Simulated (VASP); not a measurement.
# FeO (Fm-3m) in VASP: a series of runs, part 2 of 2

VASP 6.6.1. Earlier steps stand in the parts before.

## (4) Single point, LDA+U, collinear spin, ferromagnetic start

Contents of INCAR:

```
PREC = Accurate
ENCUT = 700
EDIFF = 1E-6
ISMEAR = 0
SIGMA = 0.05
LREAL = False
LASPH = True
NELM = 200
ALGO = Normal
ISIF = 2
LWAVE = False
LCHARG = False
ISPIN = 2
MAGMOM = 3.78 0.25
LORBIT = 11
LMAXMIX = 4
LDAU = True
LDAUTYPE = 1
LDAUL = 2 -1
LDAUU = 5 0
LDAUJ = 0.9 0
LDAUPRINT = 1
NBANDS = 22
GGA_COMPAT = False
```

Contents of KPOINTS:

```
Automatic mesh
0
Gamma
  8 8 8
```

Contents of POSCAR:

```
FeO
1.0
    0.0000000000      2.1554001600      2.1554001600
    2.1554001600      0.0000000000      2.1554001600
    2.1554001600      2.1554001600      0.0000000000
Fe O
1 1
Direct
    0.0000000000      0.0000000000      0.0000000000
    0.5000000000      0.5000000000      0.5000000000
```

Command:

```bash
> cat potpaw_LDA.64/Fe_sv/POTCAR potpaw_LDA.64/O/POTCAR > POTCAR
> mpirun -np 1 vasp_std > vasp.out
```

Wall time 30 s (1 thread of Intel Xeon 6975P-C (Granite Rapids), shared host); peak memory 0.17 GiB.

Results (log left out):

| Property | Result |
| --- | --- |
| Free energy | -14.0541 eV |
| Pressure | -15.1 GPa |
| Band gap on the k mesh | zero (filled and empty bands overlap) |
| Net moment | 4.00 μB per cell |
| Site moments | Fe +3.62; O +0.23 μB |
| Valence electrons inside the program's atomic spheres | Fe 13.61; O 4.98 |

Levels at points of the mesh, in eV from the Fermi level:
Spin up:
| k point | band 11 | band 12 | band 13 | band 14 | band 15 | band 16 |
| --- | --- | --- | --- | --- | --- | --- |
| (0.00, 0.00, 0.00) | -4.22 | -4.22 | -4.22 | -0.42 | 14.56 | 15.87 |
| (0.50, 0.00, 0.00) | -4.25 | -1.66 | -1.66 | 3.40 | 7.85 | 11.72 |
| (0.50, 0.50, 0.00) | -5.00 | -4.87 | -4.87 | 4.55 | 8.13 | 9.60 |
Spin down:
| k point | band 6 | band 7 | band 8 | band 9 | band 10 | band 11 | band 12 | band 13 |
| --- | --- | --- | --- | --- | --- | --- | --- | --- |
| (0.00, 0.00, 0.00) | -3.77 | -3.77 | -3.77 | -0.79 | -0.79 | -0.79 | 0.25 | 0.85 |
| (0.50, 0.00, 0.00) | -8.59 | -5.45 | -5.45 | 0.45 | 0.45 | 0.57 | 3.35 | 3.35 |
| (0.50, 0.50, 0.00) | -7.47 | -4.97 | -4.97 | -2.30 | 0.82 | 0.82 | 1.46 | 1.85 |

Eigenvalues of the final occupation matrices:
```tsv
site	spin	trace	eigenvalues
site 1 d	1	4.57	0.90 0.90 0.90 0.93 0.93
site 1 d	2	0.96	0.08 0.08 0.27 0.27 0.27
```

Caveat: the cell stands under tension; a cell with one magnetic atom can't hold antiferromagnetic order, which such compounds often take.

## (5) Single point, LDA+U, collinear spin, ferromagnetic start

Contents of INCAR:

```
SYSTEM = FeO
  PREC = Accurate
  ENCUT = 700
  EDIFF = 1E-6
  ISMEAR = 0
  SIGMA = 0.05
  LREAL = .False.
  LASPH = .True.
  NELM = 200
  ALGO = Normal
  ISIF = 2
  LWAVE = .False.
  LCHARG = .False.
  ISPIN = 2
  MAGMOM = 3.8 0.25
  LORBIT = 11
  LMAXMIX = 4
  LDAU = .True.
  LDAUTYPE = 1
  LDAUL = 2 -1
  LDAUU = 5 0
  LDAUJ = 0.9 0
  LDAUPRINT = 1
  GGA = CA
  NBANDS = 22
  GGA_COMPAT = .False.
```

Contents of KPOINTS:

```
Automatic mesh
0
Gamma
  8 8 8
  0 0 0
```

POSCAR is that of step 4.

Potentials or basis: VASP PAW LDA potentials, release 64 (Fe_sv, O).

Command:

```bash
> cat potpaw_LDA.64/Fe_sv/POTCAR potpaw_LDA.64/O/POTCAR > POTCAR
> mpirun -np 1 vasp_std > vasp.out
```

OUTCAR:

```text
SYSTEM = FeO
   PREC = Accurate
   ENCUT = 700
   EDIFF = 1E-6
   ISMEAR = 0
   LREAL = .False.
   LASPH = .True.
   NELM = 200
   ISIF = 2
   ISPIN = 2
   LORBIT = 11
   GGA = CA

 ion  position               nearest neighbor table
   1  0.000  0.000  0.000-   2 2.16   2 2.16   2 2.16   2 2.16   2 2.16   2 2.16
   2  0.500  0.500  0.500-   1 2.16   1 2.16   1 2.16   1 2.16   1 2.16   1 2.16

  LATTYP: Found a face centered cubic cell.
 ALAT       =     4.3108003200

  Lattice vectors:

 A1 = (   0.0000000000,   2.1554001600,   2.1554001600)
 A2 = (   2.1554001600,   0.0000000000,   2.1554001600)
 A3 = (   2.1554001600,   2.1554001600,   0.0000000000)

[... 1450 lines left out ...]

 VOLUME and BASIS-vectors are now :
 -----------------------------------------------------------------------------
  energy-cutoff  :      700.00
  volume of cell :       20.03
      direct lattice vectors                 reciprocal lattice vectors
     0.000000000  2.155400160  2.155400160    -0.231975486  0.231975486  0.231975486
     2.155400160  0.000000000  2.155400160     0.231975486 -0.231975486  0.231975486
     2.155400160  2.155400160  0.000000000     0.231975486  0.231975486 -0.231975486

 POSITION                                       TOTAL-FORCE (eV/Angst)
 -----------------------------------------------------------------------------------
      0.00000      0.00000      0.00000        -0.000000      0.000000     -0.000000
      2.15540      2.15540      2.15540         0.000000     -0.000000      0.000000
 -----------------------------------------------------------------------------------
    total drift:                                0.000000      0.000000      0.000000

  FREE ENERGIE OF THE ION-ELECTRON SYSTEM (eV)
  ---------------------------------------------------
  free  energy   TOTEN  =       -14.0540863525 eV

  energy  without entropy=      -14.0527126917  energy(sigma->0) =      -14.05339952

 total charge

# of ion       s       p       d       tot
------------------------------------------
    1        2.108   5.999   5.507  13.614
    2        1.536   3.441   0.000   4.977
--------------------------------------------------
tot          3.644   9.440   5.507  18.591

 magnetization (x)

# of ion       s       p       d       tot
------------------------------------------
    1        0.014   0.010   3.595   3.618
    2        0.025   0.204   0.000   0.229
--------------------------------------------------
tot          0.039   0.214   3.595   3.848
```

OSZICAR:

```text
N       E                     dE             d eps       ncg     rms          rms(c)
DAV:   1     0.337207314039E+03    0.33721E+03   -0.14256E+04  2618   0.162E+03
DAV:   2     0.440273658332E+01   -0.33280E+03   -0.31260E+03  2642   0.500E+02
DAV:   3    -0.153087947770E+02   -0.19712E+02   -0.19552E+02  3056   0.140E+02
DAV:   4    -0.156604501430E+02   -0.35166E+00   -0.35156E+00  2936   0.204E+01
DAV:   5    -0.156702976751E+02   -0.98475E-02   -0.98473E-02  3054   0.355E+00    0.153E+01
DAV:   6    -0.139734980455E+02    0.16968E+01   -0.13869E+01  4026   0.563E+01    0.249E+01
DAV:   7    -0.140988081289E+02   -0.12531E+00   -0.14994E+00  3464   0.250E+01    0.116E+01
DAV:   8    -0.140697855352E+02    0.29023E-01   -0.15813E-01  3628   0.485E+00    0.559E+00
DAV:   9    -0.140535082269E+02    0.16277E-01   -0.29087E-02  2982   0.241E+00    0.107E+00
DAV:  10    -0.140537517214E+02   -0.24349E-03   -0.19623E-03  3496   0.461E-01    0.176E-01
DAV:  11    -0.140540625965E+02   -0.31088E-03   -0.14907E-04  2952   0.148E-01    0.740E-02
DAV:  12    -0.140540810873E+02   -0.18491E-04   -0.14003E-05  3732   0.581E-02    0.359E-02
DAV:  13    -0.140540859099E+02   -0.48226E-05   -0.45046E-06  2874   0.259E-02    0.101E-02
DAV:  14    -0.140540863525E+02   -0.44260E-06   -0.46176E-07  1774   0.739E-03
   1 F= -.14054086E+02 E0= -.14053400E+02  d E =-.137366E-02  mag=     4.0039
```

stdout:

```text
POSCAR found type information on POSCAR FeO
 POSCAR found :  2 types and       2 ions
 scaLAPACK will be used
 LDA part: xc-table for (Slater(with rela. corr.)+CA(PZ))
 , standard interpolation
 POSCAR, INCAR and KPOINTS ok, starting setup
 FFT: planning ... GRIDC
 FFT: planning ... GRID_SOFT
 FFT: planning ... GRID
 WAVECAR not read
 entering main loop
```

Run time: 27 s. Hardware: 1 thread of AMD EPYC 9R45 (Zen 5), shared host; peak memory 0.13 GiB.

What came out:

- Free energy: -14.0541 eV
- Pressure: -15.1 GPa
- Band gap on the k mesh: zero (filled and empty bands overlap)
- Net moment: 4.00 μB per cell
- Site moments: Fe +3.62; O +0.23 μB
- Valence electrons inside the program's atomic spheres: Fe 13.61; O 4.98

Eigenvalues of the final occupation matrices:
| site | spin | trace | eigenvalues |
| --- | --- | --- | --- |
| site 1 d | 1 | 4.57 | 0.90 0.90 0.90 0.93 0.93 |
| site 1 d | 2 | 0.96 | 0.08 0.08 0.27 0.27 0.27 |

Caveat: the cell stands under tension; a cell with one magnetic atom can't hold antiferromagnetic order, which such compounds often take. The state reached can hang on the start; a lower one may exist.
